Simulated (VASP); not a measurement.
# Cu2Ni3 (R-3m) in VASP: single point with PBE

Aim: the single point of Cu2Ni3 with PBE.

Everything below comes from runs of VASP 6.6.1. Logs are shortened: lines on timing, memory, paths and dates and some standing lists are left out, and cuts for length are marked.

**1. The cell of the first run**

Symmetry: R-3m, No. 166, trigonal system. Conventional cell: a = 2.509 Å, b = 2.509 Å, c = 30.942 Å, α = 90.00°, β = 90.00°, γ = 120.00°. Within 3.3 Å of Cu (site symmetry 3m) lie 6 Cu at 2.51 Å and 6 Ni at 2.53 to 2.54 Å. Ni (site symmetry 3m) has 9 Ni at 2.47 to 2.51 Å and 3 Cu at 2.54 Å within 3.3 Å. Ni (site symmetry -3m) has 6 Ni at 2.51 Å and 6 Cu at 2.53 Å within 3.3 Å.

**2. Single point, PBE, collinear spin, ferromagnetic start**

The input, INCAR:

```
SYSTEM = Cu2Ni3
PREC = Accurate
ENCUT = 520
EDIFF = 1E-6
ISMEAR = 0
SIGMA = 0.1
LREAL = .False.
LASPH = .True.
NELM = 150
ALGO = Fast
ISIF = 2
LWAVE = .False.
LCHARG = .False.
ISPIN = 2
MAGMOM = 0 0 0.46 0.46 0.46
LORBIT = 11
LMAXMIX = 4
GGA = PE
NBANDS = 38
```

The input, KPOINTS:

```
regular mesh
0
Gamma
  6 6 6
  0 0 0
```

The input, POSCAR:

```
Cu2Ni3
1.0
    1.2544401000      0.7242513000     10.3139612000
   -1.2544401000      0.7242513000     10.3139612000
    0.0000000000     -1.4485026000     10.3139612000
Cu Ni
2 3
Direct
    0.0997520000      0.0997520000      0.0997520000
    0.9002480000      0.9002480000      0.9002480000
    0.6990660000      0.6990660000      0.6990660000
    0.3009340000      0.3009340000      0.3009340000
    0.5000000000      0.5000000000      0.5000000000
```

Potentials or basis: VASP PAW PBE potentials, release 64 (Cu, Ni).

Launch:

```
cat potpaw_PBE.64/Cu/POTCAR potpaw_PBE.64/Ni/POTCAR > POTCAR
mpirun -np 1 vasp_std > vasp.out
```

OUTCAR:

```text
SYSTEM = Cu2Ni3
   PREC = Accurate
   ENCUT = 520
   EDIFF = 1E-6
   ISMEAR = 0
   LREAL = .False.
   LASPH = .True.
   NELM = 150
   ISIF = 2
   ISPIN = 2
   LORBIT = 11
   GGA = PE

 ion  position               nearest neighbor table
   1  0.100  0.100  0.100-   5 2.53   5 2.53   5 2.53   3 2.54   3 2.54   3 2.54
   2  0.900  0.900  0.900-   5 2.53   5 2.53   5 2.53   4 2.54   4 2.54   4 2.54
   3  0.699  0.699  0.699-   4 2.47   4 2.47   4 2.47   1 2.54   1 2.54   1 2.54
   4  0.301  0.301  0.301-   3 2.47   3 2.47   3 2.47   2 2.54   2 2.54   2 2.54
   5  0.500  0.500  0.500-   1 2.53   2 2.53   1 2.53   1 2.53   2 2.53   2 2.53

  LATTYP: Found a trigonal (rhomboedric) cell.
 ALAT       =    10.4151790933
 COS(alpha) =     0.9709867508

  Lattice vectors:

 A1 = (   1.2544401000,   0.7242513000,  10.3139612000)
 A2 = (  -1.2544401000,   0.7242513000,  10.3139612000)
 A3 = (   0.0000000000,  -1.4485026000,  10.3139612000)

Analysis of symmetry for initial positions (statically):
=====================================================================
 Subroutine PRICEL returns:
 Original cell was already a primitive cell.

 Routine SETGRP: Setting up the symmetry group for a
 trigonal (rhombohedral) supercell.

 Subroutine GETGRP returns: Found 12 space group operations
 (whereof 12 operations were pure point group operations)
 out of a pool of 12 trial point group operations.

The static configuration has the point symmetry D_3d.

Analysis of symmetry for dynamics (positions and initial velocities):
=====================================================================
 Subroutine PRICEL returns:
 Original cell was already a primitive cell.

 Routine SETGRP: Setting up the symmetry group for a
 trigonal (rhombohedral) supercell.

 Subroutine GETGRP returns: Found 12 space group operations
 (whereof 12 operations were pure point group operations)
 out of a pool of 12 trial point group operations.

The dynamic configuration has the point symmetry D_3d.

Analysis of structural, dynamic, and magnetic symmetry:
=====================================================================
 Subroutine PRICEL returns:
 Original cell was already a primitive cell.

 Routine SETGRP: Setting up the symmetry group for a
 trigonal (rhombohedral) supercell.

 Subroutine GETGRP returns: Found 12 space group operations
 (whereof 12 operations were pure point group operations)
 out of a pool of 12 trial point group operations.

The overall configuration has the point symmetry D_3d.

 Subroutine INISYM returns: Found 12 space group operations
 (whereof 12 operations are pure point group operations),
 and found     1 'primitive' translations

----------------------------------------------------------------------------------------

                                     Primitive cell

  volume of cell :      56.2233

  direct lattice vectors                    reciprocal lattice vectors
     1.254440100  0.724251300 10.313961200     0.398584197  0.230122703  0.032318653
    -1.254440100  0.724251300 10.313961200    -0.398584197  0.230122703  0.032318653
     0.000000000 -1.448502600 10.313961200     0.000000000 -0.460245406  0.032318653

  length of vectors
    10.415179093 10.415179093 10.415179087     0.461378712  0.461378712  0.461378726

  position of ions in fractional coordinates (direct lattice)
     0.099752000  0.099752000  0.099752000
     0.900248000  0.900248000  0.900248000
     0.699066000  0.699066000  0.699066000
     0.300934000  0.300934000  0.300934000
     0.500000000  0.500000000  0.500000000

  ion indices of the primitive-cell ions
   primitive index   ion index
                 1           1
                 2           2
                 3           3
                 4           4
                 5           5

----------------------------------------------------------------------------------------

 KPOINTS: regular mesh

Automatic generation of k-mesh.
 Grid dimensions read from file:
 generate k-points for:    6    6    6

 Generating k-lattice:

  Cartesian coordinates                     Fractional coordinates (reciprocal lattice)
     0.066430700  0.038353784  0.005386442     0.166666667  0.000000000 -0.000000000
    -0.066430700  0.038353784  0.005386442     0.000000000  0.166666667 -0.000000000
     0.000000000 -0.076707568  0.005386442    -0.000000000 -0.000000000  0.166666667

  Length of vectors
     0.076896452  0.076896452  0.076896454

  Shift w.r.t. Gamma in fractional coordinates (k-lattice)
     0.000000000  0.000000000  0.000000000

 Subroutine IBZKPT returns following result:
 ===========================================

 Found     32 irreducible k-points:

 Following reciprocal coordinates:
            Coordinates               Weight
  0.000000  0.000000  0.000000      1.000000
  0.166667 -0.000000  0.000000      6.000000
  0.333333 -0.000000 -0.000000      6.000000
  0.500000  0.000000 -0.000000      3.000000
  0.166667  0.166667 -0.000000      6.000000
  0.333333  0.166667 -0.000000     12.000000
[... 16 lines left out ...]
  0.500000  0.500000  0.166667      6.000000
 -0.333333  0.500000  0.166667     12.000000
 [... further k-points ...]
   k-points           NKPTS =     32   k-points in BZ     NKDIM =     32   number of bands    NBANDS=     38
   number of dos      NEDOS =    301   number of ions     NIONS =      5
   total plane-waves  NPLWV = 512000
   dimension x,y,z NGX =    80 NGY =   80 NGZ =   80
   dimension x,y,z NGXF=   160 NGYF=  160 NGZF=  160
   ions per type =               2   3
   NGX,Y,Z   is equivalent  to a cutoff of  12.77, 12.77, 12.77 a.u.
   NGXF,Y,Z  is equivalent  to a cutoff of  25.54, 25.54, 25.54 a.u.
 SYSTEM =  Cu2Ni3
   PREC   = accura    normal or accurate (medium, high low for compatibility)
   ISTART =      0    job   : 0-new  1-cont  2-samecut
   ICHARG =      2    charge: 1-file 2-atom 10-const
   ISPIN  =      2    spin polarized calculation?
   LNONCOLLINEAR =      F non collinear calculations
   LSORBIT =      F    spin-orbit coupling
   LASPH  =      T    aspherical Exc in radial PAW
   ENCUT  =  520.0 eV  38.22 Ry    6.18 a.u.  19.37 19.37 19.37*2*pi/ulx,y,z
   NELM   =    150;   NELMIN=  2; NELMDL= -5     # of ELM steps
   EDIFF  = 0.1E-05   stopping-criterion for ELM
   LREAL  =      F    real-space projection
   EDIFFG = 0.1E-04   stopping-criterion for IOM
   NSW    =      0    number of steps for IOM
   IBRION =     -1    ionic relax: 0-MD 1-quasi-New 2-CG
   NFREE  =      0    steps in history (QN), initial steepest desc. (CG)
   ISIF   =      2    stress and relaxation
   ISYM   =      2    0-nonsym 1-usesym 2-fastsym
   POTIM  = 0.5000    time-step for ionic-motion
   TEBEG  =    0.0;   TEEND  =   0.0 temperature during run
   PSTRESS=    0.0 pullay stress
   NELECT =      52.0000    total number of electrons
   NUPDOWN=      -1.0000    fix difference up-down
   EMIN   =  10.00;   EMAX   =-10.00  energy-range for DOS
   EFERMI =   0.00;   METHOD = LEGACY
   ISMEAR =     0;   SIGMA  =   0.10  broadening in eV -4-tet -1-fermi 0-gaus
   EFERMI_NEDOS =   21; number of points for ismear=-14 and -15
   IALGO  =     68    algorithm
   IMIX   =      4    mixing-type and parameters
     AMIX     =   0.40;   BMIX     =  1.00
     AMIX_MAG =   1.60;   BMIX_MAG =  1.00
  volume/ion in A,a.u.               =      11.24        75.88
  Fermi-wavevector in a.u.,A,eV,Ry     =   1.595037  3.014182 34.615146  2.544141
  Thomas-Fermi vector in A             =   2.693018
   LORBIT       =     11    0 simple, 1 ext, 2 COOP (PROOUT), +10 PAW based schemes
   GGA     = PE    functional components
   LHFCALC =     F    Hartree Fock is set to
   AEXX    =    0.0000 exact exchange contribution
   IVDW    =     0    specifies the selected vdW correction
   LEPSILON=     F    determine dielectric tensor
   LRPA    =     F    only Hartree local field effects (RPA)
 spin polarized calculation
 RMM-DIIS sequential band-by-band and
 Gauss-broadening in eV      SIGMA  =   0.10
  energy-cutoff  :      520.00
  volume of cell :       56.22
 maximum number of plane-waves:      1536
 NGX is ok and might be reduce to    80
   NGX = 39   NGY = 39   NGZ = 39

 number of electron      51.9999988 magnetization       1.0351623

 Free energy of the ion-electron system (eV)
  ---------------------------------------------------
  ext. energy  EPLUGINS =         0.00000000
  ---------------------------------------------------
  free energy    TOTEN  =       -23.85481739 eV

  energy without entropy =      -23.82525043  energy(sigma->0) =      -23.84003391

 E-fermi :   8.4236     XC(G=0): -13.0370

 val. band max:        8.4231742310   @ k =   0.0000   0.0000   0.0000
 cond. band min:       8.4271324244   @ k =   0.1667   0.1667   0.1667
 fundamental gap:      0.0039581935
 Fermi energy:         8.4235815322

 spin component 1

 k-point     1 :       0.0000    0.0000    0.0000
  band No.  band energies     occupation
      1      -0.5506      1.00000
      2       0.7165      1.00000
      3       1.0850      1.00000
      4       3.4706      1.00000
      5       3.5502      1.00000
      6       5.4638      1.00000
[... 30 lines left out ...]
     37      32.1469      0.00000
     38      32.3676      0.00000

 k-point     2 :       0.1667   -0.0000    0.0000
  band No.  band energies     occupation
      1       0.3767      1.00000
      2       1.5171      1.00000
      3       1.9651      1.00000
      4       4.0271      1.00000
      5       4.1201      1.00000
      6       5.2824      1.00000
[... 30 lines left out ...]
     37      26.2315      0.00000
     38      27.8640      0.00000
[... 859 lines left out ...]
     37      23.2322      0.00000
     38      24.0643      0.00000

 k-point    24 :      -0.3333    0.5000    0.1667
  band No.  band energies     occupation
      1       3.9911      1.00000
      2       4.2286      1.00000
      3       4.2680      1.00000
      4       4.4062      1.00000
      5       4.6906      1.00000
      6       4.7231      1.00000
[... 30 lines left out ...]
     37      19.8935      0.00000
     38      20.2585      0.00000

 [... further k-points ...]

 spin component 2

 k-point     1 :       0.0000    0.0000    0.0000
  band No.  band energies     occupation
      1      -0.5666      1.00000
      2       0.6981      1.00000
      3       1.0715      1.00000
      4       3.4784      1.00000
      5       3.6541      1.00000
      6       5.5733      1.00000
[... 30 lines left out ...]
     37      31.8888      0.00000
     38      32.3842      0.00000

 k-point     2 :       0.1667   -0.0000    0.0000
  band No.  band energies     occupation
      1       0.3618      1.00000
      2       1.5036      1.00000
      3       1.9547      1.00000
      4       4.0426      1.00000
      5       4.2128      1.00000
      6       5.3357      1.00000
[... 30 lines left out ...]
     37      26.2488      0.00000
     38      27.8766      0.00000
[... 859 lines left out ...]
     37      23.2731      0.00000
     38      23.9984      0.00000

 k-point    24 :      -0.3333    0.5000    0.1667
  band No.  band energies     occupation
      1       4.0488      1.00000
      2       4.2667      1.00000
      3       4.3215      1.00000
      4       4.4883      1.00000
      5       4.7975      1.00000
      6       4.8410      1.00000
[... 30 lines left out ...]
     37      19.9315      0.00000
     38      20.3049      0.00000

 [... further k-points ...]
[... 5 lines left out ...]
  --------------------------------------------------------------------------------------
  -------------------------------------------------------------------------------------
  Total       -0.0704962     -0.0704962     -0.0480633      0.0000000      0.0000000      0.0000000
  in kB       -2.0089097     -2.0089095     -1.3696450      0.0000000      0.0000000      0.0000000
  external PRESSURE =      -1.7958214 kB  Pullay stress =       0.0000000 kB

 VOLUME and BASIS-vectors are now :
 -----------------------------------------------------------------------------
  energy-cutoff  :      520.00
  volume of cell :       56.22
      direct lattice vectors                 reciprocal lattice vectors
     1.254440100  0.724251300 10.313961200     0.398584197  0.230122703  0.032318653
    -1.254440100  0.724251300 10.313961200    -0.398584197  0.230122703  0.032318653
     0.000000000 -1.448502600 10.313961200     0.000000000 -0.460245406  0.032318653

 POSITION                                       TOTAL-FORCE (eV/Angst)
 -----------------------------------------------------------------------------------
      0.00000      0.00000      3.08651         0.000000      0.000000      0.019173
      0.00000      0.00000     27.85537         0.000000      0.000000     -0.019173
      0.00000      0.00000     21.63042         0.000000      0.000000     -0.059325
      0.00000      0.00000      9.31146         0.000000      0.000000      0.059325
      0.00000      0.00000     15.47094        -0.000000      0.000000      0.000000
 -----------------------------------------------------------------------------------
    total drift:                                0.000000     -0.000000     -0.000000

  FREE ENERGIE OF THE ION-ELECTRON SYSTEM (eV)
  ---------------------------------------------------
  free  energy   TOTEN  =       -23.8548173881 eV

  energy  without entropy=      -23.8252504257  energy(sigma->0) =      -23.84003391

 total charge

# of ion       s       p       d       tot
------------------------------------------
    1        0.457   0.415   9.167  10.039
    2        0.457   0.415   9.167  10.039
    3        0.483   0.470   8.324   9.277
    4        0.483   0.470   8.324   9.277
    5        0.476   0.447   8.351   9.275
--------------------------------------------------
tot          2.358   2.217  43.334  47.908

 magnetization (x)

# of ion       s       p       d       tot
------------------------------------------
    1       -0.003  -0.006   0.012   0.004
    2       -0.003  -0.006   0.012   0.004
    3       -0.005  -0.016   0.526   0.505
    4       -0.005  -0.016   0.526   0.505
    5       -0.001  -0.001   0.051   0.049
--------------------------------------------------
tot         -0.016  -0.045   1.126   1.065
```

Run time: 48 min. Hardware: 1 thread of Intel Xeon 6975P-C (Granite Rapids), shared host; peak memory 1.4 GiB.

Results:

| Quantity | Value |
| --- | --- |
| Free energy | -23.8548 eV |
| Pressure | -0.2 GPa |
| Largest force | 0.059 eV/Å |
| Net moment | 1.04 μB per cell |
| Site moments | Cu +0.00; Ni +0.51, +0.05 μB |
| Valence electrons inside the program's atomic spheres | Cu 10.04; Ni 9.28 |

Forces in eV/Å, atoms in the order of the input:
```
Cu   0.000  0.000  0.019
Cu   0.000  0.000 -0.019
Ni   0.000  0.000 -0.059
Ni   0.000  0.000  0.059
Ni   0.000  0.000  0.000
```

Caveat: the k points lie up to 0.48 Å⁻¹ apart.
